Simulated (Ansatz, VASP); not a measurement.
**CdBr6 in VASP and in Ansatz**

```
CELL_PARAMETERS angstrom
-4.03975 4.03975 4.03975
4.03975 -4.03975 4.03975
4.03975 4.03975 -4.03975
ATOMIC_POSITIONS crystal
Cd 0.00000 0.00000 0.00000
Br 0.00000 0.34451 0.34451
Br 0.00000 0.65549 0.65549
Br 0.34451 0.00000 0.34451
Br 0.65549 0.00000 0.65549
Br 0.34451 0.34451 0.00000
Br 0.65549 0.65549 0.00000
```

Alike in both runs: functional PBE; k mesh 8 × 8 × 8; occupations gaussian, width 0.1 eV; no spin polarisation.

Ansatz relaxed the structure, and its values are those at the end. VASP's run is a single point on that final structure, the one shown.

```csv
,VASP,Ansatz
version,VASP 6.6.1,Ansatz 0.2.0
potentials or method,"VASP PAW PBE potentials, release 64 (Cd, Br), cutoff 520 eV","scalar-relativistic, plane waves, PAW"
valence electrons in the cell,54,62
```

```csv
,VASP,Ansatz,Ansatz less VASP
gap on the k mesh at the Fermi level (eV),none,none,-
pressure (GPa),0.0,0.0,-0.06
rms of the force components (eV/Å),0.010,0.001,-0.0084
```

A gap of «none» marks a metal or a gap that the smearing closes. The functional is the same, so the differences come from potentials, cutoffs and numerics. VASP's potentials hold 54 valence electrons a cell and Ansatz's 62, so a difference there can come from the potentials and not from the codes.
